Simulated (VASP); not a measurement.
KF, 2 atoms in the cell. Symmetry: Fm-3m, No. 225, cubic system. Conventional cell: a = 5.370 Å, b = 5.370 Å, c = 5.370 Å, α = 90.00°, β = 90.00°, γ = 90.00°. K (site symmetry m-3m) has 6 F at 2.69 Å within 3.5 Å. Within 3.5 Å of F (site symmetry m-3m) lie 6 K at 2.69 Å.  This cell differs from its parent crystal: volume scaled by 1.03.

| Quantity | Value |
| --- | --- |
| Program | VASP 6.6.1 |
| Task | single point |
| Functional | r2SCAN |
| Potentials or basis | VASP PAW PBE potentials, release 64 (K_sv, F) |
| Cutoff | 520 eV |
| k mesh | 8 × 8 × 8 |
| Occupations | gaussian, width 0.02 eV |
| Spin | no spin polarisation |
| Dipole correction | no |
| Further INCAR settings | ALGO = Normal; EDIFF = 1e-07; NBANDS = 15 |

Potentials or basis: VASP PAW PBE potentials, release 64 (K_sv, F).

Launch:

```bash
$ cat potpaw_PBE.64/K_sv/POTCAR potpaw_PBE.64/F/POTCAR > POTCAR
$ cp INCAR.step1 INCAR
$ mpirun -np 1 vasp_std > vasp.out
$ cp INCAR.step2 INCAR
$ mpirun -np 1 vasp_std > vasp.out
```

Hardware: 1 thread of AMD EPYC 9R14 (Zen 4), with other jobs on the host.

Estimate the wall time of this run.

It took 52 s on 1 thread of AMD EPYC 9R14 (Zen 4) (shared host), peak memory 0.14 GiB. Counts: k points 29.
